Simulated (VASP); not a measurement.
# Ba (Fm-3m) in VASP: a series of runs

Ba is run at these levels: LDA; tasks: single point, relaxation of cell and atoms.

All numbers are computed with VASP 6.6.1; they aren't measurements. Logs are shortened: lines on timing, memory, paths and dates and some standing lists are left out, and cuts for length are marked.

## Step 1: The cell of the first run

The structure is cubic, space group Fm-3m (No. 225). The conventional cell has a = 5.980 Å, b = 5.980 Å, c = 5.980 Å, α = 90.00°, β = 90.00°, γ = 90.00°. Within 5.5 Å of Ba (site symmetry m-3m) lie 12 Ba at 4.23 Å.

This isn't the form of Ba at room conditions, which is bcc.

## Step 2: Single point, LDA

INCAR reads:

```
SYSTEM = Ba
PREC     = Accurate       ! precision mode
ENCUT    = 520            ! plane-wave cutoff, eV
EDIFF    = 1E-7           ! SCF threshold, eV
ISMEAR   = -1             ! smearing method
SIGMA    = 0.1            ! smearing width, eV
LREAL    = .False.        ! projectors in reciprocal space
LASPH    = .True.         ! aspherical terms in the spheres
NELM     = 80             ! most SCF steps
ALGO     = Normal         ! electronic algorithm
ISIF     = 2              ! what is computed and relaxed
LWAVE    = .False.        ! write WAVECAR
LCHARG   = .False.        ! write CHGCAR
NBANDS   = 11             ! bands
```

KPOINTS reads:

```
Automatic mesh
0
Gamma
  16 16 16
  0 0 0
```

POSCAR reads:

```
Ba
1.0
    0.0000000000      2.9901614304      2.9901614304
    2.9901614304      0.0000000000      2.9901614304
    2.9901614304      2.9901614304      0.0000000000
Ba
1
Direct
    0.0000000000      0.0000000000      0.0000000000
```

Potentials or basis: VASP PAW LDA potentials, release 64 (Ba_sv).

The run is started by

```sh
cat potpaw_LDA.64/Ba_sv/POTCAR > POTCAR
mpirun -np 1 vasp_std > vasp.out
```

OUTCAR:

```text
SYSTEM = Ba
   PREC = Accurate
   ENCUT = 520
   EDIFF = 1E-7
   ISMEAR = -1
   LREAL = .False.
   LASPH = .True.
   NELM = 80
   ISIF = 2

 ion  position               nearest neighbor table
   1  0.000  0.000  0.000-

  LATTYP: Found a face centered cubic cell.
 ALAT       =     5.9803228608

  Lattice vectors:

 A1 = (   0.0000000000,   2.9901614304,   2.9901614304)
 A2 = (   2.9901614304,   0.0000000000,   2.9901614304)
 A3 = (   2.9901614304,   2.9901614304,   0.0000000000)

Analysis of symmetry for initial positions (statically):
=====================================================================
 Subroutine PRICEL returns:
 Original cell was already a primitive cell.

 Routine SETGRP: Setting up the symmetry group for a
 face centered cubic supercell.

 Subroutine GETGRP returns: Found 48 space group operations
 (whereof 48 operations were pure point group operations)
 out of a pool of 48 trial point group operations.

The static configuration has the point symmetry O_h .

Analysis of symmetry for dynamics (positions and initial velocities):
=====================================================================
 Subroutine PRICEL returns:
 Original cell was already a primitive cell.

 Routine SETGRP: Setting up the symmetry group for a
 face centered cubic supercell.

 Subroutine GETGRP returns: Found 48 space group operations
 (whereof 48 operations were pure point group operations)
 out of a pool of 48 trial point group operations.

The dynamic configuration has the point symmetry O_h .

 Subroutine INISYM returns: Found 48 space group operations
 (whereof 48 operations are pure point group operations),
 and found     1 'primitive' translations

----------------------------------------------------------------------------------------

                                     Primitive cell

  volume of cell :      53.4705

  direct lattice vectors                    reciprocal lattice vectors
     0.000000000  2.990161430  2.990161430    -0.167215052  0.167215052  0.167215052
     2.990161430  0.000000000  2.990161430     0.167215052 -0.167215052  0.167215052
     2.990161430  2.990161430  0.000000000     0.167215052  0.167215052 -0.167215052

  length of vectors
     4.228726849  4.228726849  4.228726849     0.289624966  0.289624966  0.289624966

  position of ions in fractional coordinates (direct lattice)
     0.000000000  0.000000000  0.000000000

  ion indices of the primitive-cell ions
   primitive index   ion index
                 1           1

----------------------------------------------------------------------------------------

 KPOINTS: Automatic mesh

Automatic generation of k-mesh.
 Grid dimensions read from file:
 generate k-points for:   16   16   16

 Generating k-lattice:

  Cartesian coordinates                     Fractional coordinates (reciprocal lattice)
    -0.010450941  0.010450941  0.010450941     0.062500000  0.000000000  0.000000000
     0.010450941 -0.010450941  0.010450941     0.000000000  0.062500000  0.000000000
     0.010450941  0.010450941 -0.010450941     0.000000000  0.000000000  0.062500000

  Length of vectors
     0.018101560  0.018101560  0.018101560

  Shift w.r.t. Gamma in fractional coordinates (k-lattice)
     0.000000000  0.000000000  0.000000000

 Subroutine IBZKPT returns following result:
 ===========================================

 Found    145 irreducible k-points:

 Following reciprocal coordinates:
            Coordinates               Weight
  0.000000  0.000000  0.000000      1.000000
  0.062500  0.000000  0.000000      8.000000
  0.125000  0.000000  0.000000      8.000000
  0.187500  0.000000  0.000000      8.000000
  0.250000  0.000000  0.000000      8.000000
  0.312500  0.000000  0.000000      8.000000
[... 16 lines left out ...]
 -0.125000  0.062500  0.000000     24.000000
 -0.062500  0.062500  0.000000     12.000000
 [... further k-points ...]
   k-points           NKPTS =    145   k-points in BZ     NKDIM =    145   number of bands    NBANDS=     11
   number of dos      NEDOS =    301   number of ions     NIONS =      1
   total plane-waves  NPLWV =  32768
   dimension x,y,z NGX =    32 NGY =   32 NGZ =   32
   dimension x,y,z NGXF=    64 NGYF=   64 NGZF=   64
   ions per type =               1
   NGX,Y,Z   is equivalent  to a cutoff of  12.58, 12.58, 12.58 a.u.
   NGXF,Y,Z  is equivalent  to a cutoff of  25.16, 25.16, 25.16 a.u.
 SYSTEM =  Ba
   PREC   = accura    normal or accurate (medium, high low for compatibility)
   ISTART =      0    job   : 0-new  1-cont  2-samecut
   ICHARG =      2    charge: 1-file 2-atom 10-const
   ISPIN  =      1    spin polarized calculation?
   LNONCOLLINEAR =      F non collinear calculations
   LSORBIT =      F    spin-orbit coupling
   LASPH  =      T    aspherical Exc in radial PAW
   ENCUT  =  520.0 eV  38.22 Ry    6.18 a.u.   7.86  7.86  7.86*2*pi/ulx,y,z
   NELM   =     80;   NELMIN=  2; NELMDL= -5     # of ELM steps
   EDIFF  = 0.1E-06   stopping-criterion for ELM
   LREAL  =      F    real-space projection
   EDIFFG = 0.1E-05   stopping-criterion for IOM
   NSW    =      0    number of steps for IOM
   IBRION =     -1    ionic relax: 0-MD 1-quasi-New 2-CG
   NFREE  =      0    steps in history (QN), initial steepest desc. (CG)
   ISIF   =      2    stress and relaxation
   ISYM   =      2    0-nonsym 1-usesym 2-fastsym
   POTIM  = 0.5000    time-step for ionic-motion
   TEBEG  =    0.0;   TEEND  =   0.0 temperature during run
   PSTRESS=    0.0 pullay stress
   NELECT =      10.0000    total number of electrons
   NUPDOWN=      -1.0000    fix difference up-down
   EMIN   =  10.00;   EMAX   =-10.00  energy-range for DOS
   EFERMI =   0.00;   METHOD = LEGACY
   ISMEAR =    -1;   SIGMA  =   0.10  broadening in eV -4-tet -1-fermi 0-gaus
   EFERMI_NEDOS =   21; number of points for ismear=-14 and -15
   IALGO  =     38    algorithm
   IMIX   =      4    mixing-type and parameters
     AMIX     =   0.40;   BMIX     =  1.00
     AMIX_MAG =   1.60;   BMIX_MAG =  1.00
  volume/ion in A,a.u.               =      53.47       360.84
  Fermi-wavevector in a.u.,A,eV,Ry     =   0.936203  1.769168 11.925190  0.876477
  Thomas-Fermi vector in A             =   2.063189
   LORBIT       =      0    0 simple, 1 ext, 2 COOP (PROOUT), +10 PAW based schemes
   GGA     = CA    functional components
   LHFCALC =     F    Hartree Fock is set to
   AEXX    =    0.0000 exact exchange contribution
   IVDW    =     0    specifies the selected vdW correction
   LEPSILON=     F    determine dielectric tensor
   LRPA    =     F    only Hartree local field effects (RPA)
 non-spin polarized calculation
  energy-cutoff  :      520.00
  volume of cell :       53.47
 maximum number of plane-waves:      1459
   NGX = 15   NGY = 15   NGZ = 15

 number of electron      10.0000000 magnetization

 Free energy of the ion-electron system (eV)
  ---------------------------------------------------
  ext. energy  EPLUGINS =         0.00000000
  ---------------------------------------------------
  free energy    TOTEN  =        -2.26256445 eV

  energy without entropy =       -2.21006347  energy(sigma->0) =       -2.23631396

 E-fermi :   2.0256     XC(G=0):  -8.1631

 val. band max:        1.9964425049   @ k =  -0.3750   0.5000   0.1250
 cond. band min:       2.0258930992   @ k =  -0.3125   0.3750   0.1250
 fundamental gap:      0.0294505943
 Fermi energy:         2.0256312459

 k-point     1 :       0.0000    0.0000    0.0000
  band No.  band energies     occupation
      1     -26.5347      2.00000
      2     -11.3738      2.00000
      3     -11.3738      2.00000
      4     -11.3738      2.00000
      5      -0.8024      2.00000
      6       3.9276      0.00000
      7       3.9276      0.00000
      8       3.9276      0.00000
      9       5.8201      0.00000
     10       5.8201      0.00000
     11       8.4553      0.00000

 k-point     2 :       0.0625    0.0000    0.0000
  band No.  band energies     occupation
      1     -26.5316      2.00000
      2     -11.4070      2.00000
      3     -11.3777      2.00000
      4     -11.3777      2.00000
      5      -0.7160      2.00000
      6       3.8253      0.00000
      7       3.9694      0.00000
      8       3.9694      0.00000
      9       5.7566      0.00000
     10       5.7566      0.00000
     11       8.6623      0.00000

 k-point     3 :       0.1250    0.0000    0.0000
  band No.  band energies     occupation
      1     -26.5227      2.00000
      2     -11.4998      2.00000
      3     -11.3888      2.00000
      4     -11.3888      2.00000
      5      -0.4700      2.00000
      6       3.5814      0.00000
      7       4.0730      0.00000
      8       4.0730      0.00000
      9       5.6238      0.00000
     10       5.6238      0.00000
     11       9.1455      0.00000

 k-point     4 :       0.1875    0.0000    0.0000
  band No.  band energies     occupation
      1     -26.5093      2.00000
      2     -11.6344      2.00000
      3     -11.4054      2.00000
      4     -11.4054      2.00000
      5      -0.1051      2.00000
      6       3.3169      0.00000
      7       4.1618      0.00000
      8       4.1618      0.00000
      9       5.5673      0.00000
     10       5.5673      0.00000
     11       9.1422      0.00000
[... 239 lines left out ...]
 k-point    22 :      -0.1875    0.0625    0.0000
  band No.  band energies     occupation
      1     -26.5019      2.00000
      2     -11.6907      2.00000
      3     -11.4420      2.00000
      4     -11.4030      2.00000
      5       0.1003      2.00000
      6       3.1886      0.00002
      7       4.1274      0.00000
      8       4.2428      0.00000
      9       5.2568      0.00000
     10       5.9159      0.00000
     11       9.2190      0.00000

 k-point    23 :      -0.1250    0.0625    0.0000
  band No.  band energies     occupation
      1     -26.5162      2.00000
      2     -11.5542      2.00000
      3     -11.4187      2.00000
      4     -11.3876      2.00000
      5      -0.2879      2.00000
      6       3.4209      0.00000
      7       4.1282      0.00000
      8       4.1578      0.00000
      9       5.3223      0.00000
     10       5.7919      0.00000
     11       9.4522      0.00000

 k-point    24 :      -0.0625    0.0625    0.0000
  band No.  band energies     occupation
      1     -26.5266      2.00000
      2     -11.4533      2.00000
      3     -11.3961      2.00000
      4     -11.3787      2.00000
      5      -0.5760      2.00000
      6       3.6690      0.00000
      7       4.0312      0.00000
      8       4.0457      0.00000
      9       5.5449      0.00000
     10       5.7917      0.00000
     11       8.9783      0.00000

 [... further k-points ...]
[... 5 lines left out ...]
  --------------------------------------------------------------------------------------
  -------------------------------------------------------------------------------------
  Total        0.0420760      0.0420760      0.0420760     -0.0000000      0.0000000     -0.0000000
  in kB        1.2607551      1.2607551      1.2607551     -0.0000000      0.0000000     -0.0000000
  external PRESSURE =       1.2607551 kB  Pullay stress =       0.0000000 kB

 VOLUME and BASIS-vectors are now :
 -----------------------------------------------------------------------------
  energy-cutoff  :      520.00
  volume of cell :       53.47
      direct lattice vectors                 reciprocal lattice vectors
     0.000000000  2.990161430  2.990161430    -0.167215052  0.167215052  0.167215052
     2.990161430  0.000000000  2.990161430     0.167215052 -0.167215052  0.167215052
     2.990161430  2.990161430  0.000000000     0.167215052  0.167215052 -0.167215052

 POSITION                                       TOTAL-FORCE (eV/Angst)
 -----------------------------------------------------------------------------------
      0.00000      0.00000      0.00000         0.000000      0.000000     -0.000000
 -----------------------------------------------------------------------------------
    total drift:                                0.000000      0.000000     -0.000000

  FREE ENERGIE OF THE ION-ELECTRON SYSTEM (eV)
  ---------------------------------------------------
  free  energy   TOTEN  =        -2.2625644456 eV

  energy  without entropy=       -2.2100634744  energy(sigma->0) =       -2.23631396
```

Run time: 43 s. Hardware: 1 thread of Intel Xeon Platinum 8259CL at 2.50GHz (Skylake/Cascade Lake), shared host; peak memory 0.21 GiB.

What came out:

| Item | Value |
| --- | --- |
| Free energy | -2.2626 eV |
| Pressure | 0.1 GPa |
| Band gap on the k mesh | zero (bands 5 and 6 overlap by 0.56 eV) |

Levels at points of the mesh, in eV from the Fermi level:
| k point | band 2 | band 3 | band 4 | band 5 | band 6 | band 7 | band 8 | band 9 |
| --- | --- | --- | --- | --- | --- | --- | --- | --- |
| (0.00, 0.00, 0.00) | -13.40 | -13.40 | -13.40 | -2.83 | 1.90 | 1.90 | 1.90 | 3.79 |
| (0.50, 0.00, 0.00) | -14.18 | -13.50 | -13.50 | -1.04 | 1.69 | 1.73 | 1.73 | 5.28 |
| (0.50, 0.50, 0.00) | -14.13 | -13.68 | -13.68 | -1.02 | -0.37 | 2.86 | 5.31 | 5.75 |

Caveat: spin-orbit coupling is left out, which moves the levels of the heavy elements.

## Step 3: Relaxation of cell and atoms, LDA, target pressure 1 GPa, at which the enthalpy is minimised

INCAR reads:

```
ALGO = Normal
EDIFF = 1E-7
EDIFFG = -0.002
ENCUT = 600
IBRION = 2
ISIF = 3
ISMEAR = -1
LASPH = T
LCHARG = F
LREAL = F
LWAVE = F
NELM = 100
NSW = 100
PREC = Accurate
PSTRESS = 10.0
SIGMA = 0.1
```

KPOINTS reads:

```
k-points
0
Gamma
  16 16 16
```

POSCAR is that of step 2.

Potentials or basis: VASP PAW LDA potentials, release 64 (Ba_sv).

The run is started by

```sh
cat potpaw_LDA.64/Ba_sv/POTCAR > POTCAR
mpirun -np 1 vasp_std > vasp.out
```

Wall time 3.8 min (1 thread of Intel Xeon 8259CL, shared host); peak memory 0.24 GiB.

It converged, with:

```yaml
Free_energy: -2.2485 eV
Relaxed_volume: 49.29 Å³/atom
Relaxed_cell: a = 4.116 Å, b = 4.116 Å, c = 4.116 Å, α = 60.00°, β = 60.00°, γ = 60.00°
Space_group_after_relaxing_to_0.1_Å: Fm-3m (No. 225)
Energy_change_on_relaxing_the_run_minimises_the_enthalpy: +14.1 meV/atom
Ionic_steps: 4
Pressure_after_relaxing: 1.0 GPa
Band_gap_on_the_k_mesh: zero (bands 5 and 6 overlap by 0.70 eV)
```

Step by step:
```csv
step,energy change (eV),largest force (eV/Å),pressure (GPa),volume (Å³)
1,0.0000,0.0000,0.12,53.47
2,0.0047,0.0000,0.56,51.24
3,0.0129,0.0000,0.95,49.49
4,0.0141,0.0000,1.00,49.29
```

Final structure:
```cif
data_structure
_symmetry_space_group_name_H-M 'P 1'
_symmetry_Int_Tables_number 1
_cell_length_a 4.1156
_cell_length_b 4.1156
_cell_length_c 4.1156
_cell_angle_alpha 60.000
_cell_angle_beta 60.000
_cell_angle_gamma 60.000
_cell_volume 49.29
loop_
_atom_site_label
_atom_site_type_symbol
_atom_site_fract_x
_atom_site_fract_y
_atom_site_fract_z
_atom_site_occupancy
Ba1 Ba 0.00000 0.00000 0.00000 1
```

Levels at points of the mesh, in eV from the Fermi level:
| k point | band 3 | band 4 | band 5 | band 6 | band 7 | band 8 |
| --- | --- | --- | --- | --- | --- | --- |
| (0.00, 0.00, 0.00) | -13.20 | -13.20 | -2.81 | 1.99 | 1.99 | 1.99 |
| (0.50, 0.00, 0.00) | -13.33 | -13.33 | -1.08 | 1.79 | 1.79 | 2.04 |
| (0.50, 0.50, 0.00) | -13.55 | -13.55 | -1.14 | -0.47 | 3.32 | 5.75 |

Caveat: the cell is relaxed towards a set pressure, so the run minimises the enthalpy, not the energy; spin-orbit coupling is left out, which moves the levels of the heavy elements.

## Step 4: Relaxation of cell and atoms, LDA, target pressure 2 GPa, at which the enthalpy is minimised

INCAR reads:

```
PREC = Accurate ; ENCUT = 600
EDIFF = 1E-7 ; ISMEAR = -1
SIGMA = 0.1 ; LREAL = False
LASPH = True ; NELM = 100
ALGO = Normal ; ISIF = 3
LWAVE = False ; LCHARG = False
IBRION = 2 ; NSW = 100
EDIFFG = -0.002 ; PSTRESS = 20.0
```

KPOINTS reads:

```
regular mesh
0
Gamma
  16 16 16
```

POSCAR is that of step 3.

The run is started by

```sh
cat potpaw_LDA.64/Ba_sv/POTCAR > POTCAR
mpirun -np 1 vasp_std > vasp.out
```

Run time: 3.9 min. Hardware: 1 thread of Intel Xeon 8259CL, shared host; peak memory 0.24 GiB.

The run converged. Its results:

```
Free energy                                                : -2.2146 eV
Relaxed volume                                             : 45.63 Å³/atom
Relaxed cell                                               : a = 4.011 Å, b = 4.011 Å, c = 4.011 Å, α = 60.00°, β = 60.00°, γ = 60.00°
Space group after relaxing (to 0.1 Å)                      : Fm-3m (No. 225)
Energy change on relaxing (the run minimises the enthalpy) : +47.9 meV/atom
Ionic steps                                                : 4
Pressure after relaxing                                    : 2.0 GPa
Band gap on the k mesh                                     : zero (bands 5 and 6 overlap by 0.87 eV)
```

Step by step:
| step | energy change (eV) | largest force (eV/Å) | pressure (GPa) | volume (Å³) |
| --- | --- | --- | --- | --- |
| 1 | 0.0000 | 0.0000 | 0.12 | 53.47 |
| 2 | 0.0175 | 0.0000 | 1.13 | 48.77 |
| 3 | 0.0427 | 0.0000 | 1.87 | 46.07 |
| 4 | 0.0479 | 0.0000 | 2.00 | 45.63 |

Final structure:
```
Ba
1.0
     0.00000    2.83628    2.83628
     2.83628    0.00000    2.83628
     2.83628    2.83628    0.00000
Ba
1
Direct
  0.00000 0.00000 0.00000
```

Levels at points of the mesh, in eV from the Fermi level:
```csv
k point,band 1,band 2,band 3,band 4,band 5,band 6,band 7,band 8,band 9
"(0.00, 0.00, 0.00)",-28.38,-13.01,-13.01,-13.01,-2.77,2.07,2.07,2.07,4.33
"(0.50, 0.00, 0.00)",-28.22,-14.24,-13.16,-13.16,-1.11,1.85,1.85,2.42,6.14
"(0.50, 0.50, 0.00)",-28.17,-14.15,-13.44,-13.44,-1.26,-0.58,3.82,6.19,6.72
```

Caveat: the cell is relaxed towards a set pressure, so the run minimises the enthalpy, not the energy; spin-orbit coupling is left out, which moves the levels of the heavy elements.

## Step 5: The runs side by side

| task | cell | cutoff (eV) | gap on the mesh (eV) | pressure (GPa) |
| --- | --- | --- | --- | --- |
| single point | a = 4.229 Å, angles 60.0°, 1 atom | 520 | none | 0.1 |
| relaxation of cell and atoms | relaxed to 1 GPa from a = 4.229 Å, angles 60.0°, 1 atom | 600 | none | 1.0 |
| relaxation of cell and atoms | relaxed to 2 GPa from a = 4.229 Å, angles 60.0°, 1 atom | 600 | none | 2.0 |

Alike in all rows: level LDA; potentials or basis VASP PAW LDA potentials, release 64 (Ba_sv); no spin polarisation; k mesh 16 × 16 × 16; smearing fermi-dirac 0.1 eV.

Caveats: spin-orbit coupling is left out, which moves the levels of the heavy elements; the cell is relaxed towards a set pressure, so the run minimises the enthalpy, not the energy (at least some runs).

Total energies depend on the potentials used, so only differences within one code and one set of settings carry meaning.
